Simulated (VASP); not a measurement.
Input of a VASP 6.6.1 run:

Contents of INCAR:

```
SYSTEM = Cr
PREC     = Accurate       ! precision mode
ENCUT    = 520            ! plane-wave cutoff, eV
EDIFF    = 1E-6           ! SCF threshold, eV
ISMEAR   = 0              ! smearing method
SIGMA    = 0.1            ! smearing width, eV
LREAL    = .FALSE.        ! projectors in reciprocal space
LASPH    = .TRUE.         ! aspherical terms in the spheres
NELM     = 80             ! most SCF steps
ALGO     = Normal         ! electronic algorithm
ISIF     = 2              ! what is computed and relaxed
LWAVE    = .FALSE.        ! write WAVECAR
LCHARG   = .FALSE.        ! write CHGCAR
GGA      = PS             ! functional
NBANDS   = 19             ! bands
```

The input KPOINTS:

```
Automatic mesh
0
G
  18 18 10
  0 0 0
```

File POSCAR:

```
Cr
1.0
    2.4991718030      0.0000000000      0.0000000000
   -1.2495859015      2.1643462698      0.0000000000
    0.0000000000      0.0000000000      4.5005581059
Cr
2
Direct
    0.3333333333      0.6666666667      0.2500000000
    0.6666666667      0.3333333333      0.7500000000
```

Potentials or basis: VASP PAW PBE potentials, release 64 (Cr_pv).

Run with:

```console
$ cat potpaw_PBE.64/Cr_pv/POTCAR > POTCAR
$ mpirun -np 1 vasp_std > vasp.out
```

(1) What does it give for the band gap on the k mesh?

(2) What does it give for the pressure?

## Answers

(1) zero (bands 12 and 13 overlap by 1.22 eV).

(2) -13.6 GPa.

Caveat: the cell stands under tension; the PAW data sets were made with another functional, which shifts forces and pressure a little; the run has no spin polarisation, though such a crystal can be magnetic.
